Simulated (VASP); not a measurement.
Input of a VASP 6.6.1 run:

File INCAR:

```
PREC = Accurate
ENCUT = 600
EDIFF = 1E-6
ISMEAR = 0
SIGMA = 0.1
LREAL = False
LASPH = True
NELM = 120
ALGO = Normal
ISIF = 2
LWAVE = False
LCHARG = False
GGA = PE
NBANDS = 36
GGA_COMPAT = False
```

The input KPOINTS:

```
regular mesh
0
Gamma
  6 6 10
```

Contents of POSCAR:

```
Nb2MoN3
1.0
    4.9128342505      0.0000000000      0.0000000000
   -2.4564171253      4.2546392655      0.0000000000
    0.0000000000      0.0000000000      2.7886867242
Nb Mo N
2 1 3
Direct
    0.3333333333      0.6666666667      0.0000000000
    0.6666666667      0.3333333333      0.0000000000
    0.0000000000      0.0000000000      0.0000000000
    0.3311671292      0.0000000000      0.5000000000
    0.6688328708      0.6688328708      0.5000000000
    0.0000000000      0.3311671292      0.5000000000
```

Potentials or basis: VASP PAW PBE potentials, release 64 (Nb_sv, Mo_sv, N).

Launch:

```bash
$ cat potpaw_PBE.64/Nb_sv/POTCAR potpaw_PBE.64/Mo_sv/POTCAR potpaw_PBE.64/N/POTCAR > POTCAR
$ mpirun -np 1 vasp_std > vasp.out
```

Task: Estimate the largest force.

Result: 0.038 eV/Å.

Task: Estimate the pressure.

Result: 37.0 GPa.

Task: Predict the band gap on the k mesh.

Result: Zero (an odd number of electrons rules out a gap without spin polarisation).

Forces on the atoms (eV/Å):
```
Nb   0.000  0.000  0.000
Nb   0.000  0.000  0.000
Mo   0.000  0.000  0.000
N    0.038  0.000  0.000
N   -0.019 -0.033  0.000
N   -0.019  0.033  0.000
```

Caveat: the cell stands under pressure; an odd number of electrons without spin polarisation forces a metal; a magnetic or distorted state may lie lower.
